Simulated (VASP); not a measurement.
## H2C7: single point with LDA

System: H2C7, a slab with vacuum.

```
CELL_PARAMETERS angstrom
4.99463 0.00000 0.00000
0.00000 4.99463 0.00000
0.00000 0.00000 18.80001
ATOMIC_POSITIONS crystal
C 0.50000 0.50000 0.24747
C 0.50000 0.00000 0.24747
C 0.00000 0.50000 0.24747
C 0.00000 0.00000 0.24747
C 0.75000 0.50000 0.29443
C 0.75000 0.00000 0.29443
C 0.25000 0.50000 0.29443
C 0.25000 0.00000 0.29443
C 0.75000 0.75000 0.34140
C 0.75000 0.25000 0.34140
C 0.25000 0.75000 0.34140
C 0.25000 0.25000 0.34140
C 0.00096 0.75000 0.39356
C 0.00201 0.25000 0.39405
C 0.49937 0.75000 0.38628
C 0.49928 0.25000 0.38741
C 0.00177 0.99717 0.44501
C 0.00177 0.50283 0.44501
C 0.49753 0.99397 0.43239
C 0.49753 0.50603 0.43239
C 0.26967 0.99492 0.49060
C 0.26967 0.50508 0.49060
C 0.73397 0.99791 0.48779
C 0.73397 0.50209 0.48779
C 0.36517 0.25000 0.52067
C 0.36246 0.75000 0.54285
C 0.63997 0.25000 0.52262
C 0.63628 0.75000 0.52477
H 0.50000 0.64224 0.20686
H 0.50000 0.35776 0.20686
H 0.50000 0.14224 0.20686
H 0.50000 0.85776 0.20686
H 0.00000 0.35782 0.20680
H 0.00000 0.64218 0.20680
H 0.00000 0.85782 0.20680
H 0.00000 0.14218 0.20680
```

```json
{
  "Program": "VASP 6.6.1",
  "Task": "single point",
  "Functional": "LDA",
  "Potentials or basis": "VASP PAW LDA potentials, release 64 (C, H)",
  "Cutoff": "520 eV",
  "k mesh": "5 × 5 × 1",
  "Occupations": "gaussian, width 0.05 eV",
  "Spin": "no spin polarisation",
  "Dipole correction": "yes",
  "Further INCAR settings": "LREAL = Auto; ALGO = Normal; EDIFF = 1e-07; NBANDS = 84"
}
```

* Largest force: 5.473 eV/Å
* Band gap on the k mesh: 0.94 eV (least direct gap 0.97 eV)

Forces on the atoms (eV/Å):
```
C   -0.007 -0.009  2.012
C   -0.007  0.009  2.012
C    0.007 -0.020  1.848
C    0.007  0.020  1.848
C    0.557  0.006 -1.546
C    0.557 -0.006 -1.546
C   -0.552  0.004 -1.590
C   -0.552 -0.004 -1.590
C    0.663  0.000  0.684
C    0.519  0.000  1.170
C   -0.694  0.000  0.567
C   -0.499  0.000  0.967
C    0.001  0.000 -0.006
C   -0.003  0.000 -0.004
C   -0.008  0.000 -0.007
C    0.001  0.000  0.001
C    0.003  0.000  0.010
C    0.003  0.000  0.010
C    0.000  0.004 -0.015
C    0.000 -0.004 -0.015
C   -0.040 -0.034  0.003
C   -0.040  0.034  0.003
C    0.038 -0.002  0.009
C    0.038  0.002  0.009
C   -0.038  0.000  0.785
C   -0.050  0.000 -5.473
C    0.045  0.000  0.067
C    0.047  0.000  0.055
H    0.002  0.036 -0.034
H    0.001 -0.036 -0.036
H    0.001  0.036 -0.036
H    0.002 -0.036 -0.034
H   -0.001 -0.032 -0.034
H    0.000  0.035 -0.029
H    0.000 -0.035 -0.029
H   -0.001  0.032 -0.034
```

Levels at points of the mesh, in eV from the valence-band top:
| k point | band 58 | band 59 | band 60 | band 61 | band 62 | band 63 |
| --- | --- | --- | --- | --- | --- | --- |
| (0.00, 0.00, 0.00) | -0.64 | -0.48 | 0.00 | 0.97 | 1.18 | 2.18 |

Run time: 18 min on 1 thread of Intel(R) Xeon(R) Platinum 8488C (Sapphire Rapids), on a shared host, peak memory 0.5 GiB.
